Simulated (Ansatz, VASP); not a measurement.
**Two plane-wave programs on Si3P**

```
CELL_PARAMETERS angstrom
3.91037 0.00000 0.00000
0.00000 3.91037 0.00000
0.00000 0.00000 3.87017
ATOMIC_POSITIONS crystal
Si 0.00000 0.50000 0.50000
Si 0.50000 0.00000 0.50000
Si 0.50000 0.50000 0.00000
P 0.00000 0.00000 0.00000
```

Alike in both runs: task single point; functional PBE; k mesh 6 × 6 × 6; occupations gaussian, width 0.1 eV; no spin polarisation.

|  | VASP | Ansatz |
| --- | --- | --- |
| version | VASP 6.6.1 | Ansatz 0.2.0 |
| potentials or method | VASP PAW PBE potentials, release 64 (Si, P), cutoff 520 eV | scalar-relativistic, plane waves, PAW |
| valence electrons in the cell | 17 | 17 |

|  | VASP | Ansatz | Ansatz less VASP |
| --- | --- | --- | --- |
| gap on the k mesh at the Fermi level (eV) | none | none | - |
| pressure (GPa) | -1.1 | -1.1 | +0.05 |
| traceless stress, the component that is largest in VASP (GPa) | 1.75 | 1.75 | +0.001 |

A gap of «none» marks a metal or a gap that the smearing closes. With one functional, cell and mesh, what is left measures potentials, basis and numerics.
